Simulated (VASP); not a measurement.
Here is a VASP 6.6.1 calculation.

Contents of INCAR:

```
SYSTEM = SnO
PREC     = Accurate       ! precision mode
ENCUT    = 520            ! plane-wave cutoff, eV
EDIFF    = 1E-7           ! SCF threshold, eV
ISMEAR   = 0              ! smearing method
SIGMA    = 0.01           ! smearing width, eV
LREAL    = .False.        ! projectors in reciprocal space
LASPH    = .True.         ! aspherical terms in the spheres
NELM     = 80             ! most SCF steps
ALGO     = Normal         ! electronic algorithm
ISIF     = 2              ! what is computed and relaxed
LWAVE    = .False.        ! write WAVECAR
LCHARG   = .False.        ! write CHGCAR
GGA      = PE             ! functional
NBANDS   = 28             ! bands
```

Contents of KPOINTS:

```
regular mesh
0
Gamma
  4 2 4
  0 0 0
```

POSCAR

```
SnO
1.0
    3.3031148417      0.0000000000      0.0000000000
    0.0000000000      5.7577050573      0.0000000000
    0.0000000000      0.0000000000      4.0008070726
Sn O
2 2
Direct
    0.0000000000      0.2294420242      0.5172649377
    0.5000000000      0.7705579758      0.0172649377
    0.0000000000      0.8935339404      0.7327360623
    0.5000000000      0.1064660596      0.2327360623
```

Potentials or basis: VASP PAW PBE potentials, release 64 (Sn_d, O).

Launch:

```sh
$ cat potpaw_PBE.64/Sn_d/POTCAR potpaw_PBE.64/O/POTCAR > POTCAR
$ mpirun -np 1 vasp_std > vasp.out
```

**Question.** What does it give for the largest force?

**Answer.** 0.630 eV/Å.

**Question.** Estimate the pressure.

**Answer.** 4.6 GPa.

Stress tensor (GPa, compression positive):
```
5.47 0.00 0.00
0.00 4.15 0.00
0.00 0.00 4.22
```

Caveat: the k points lie up to 0.55 Å⁻¹ apart.
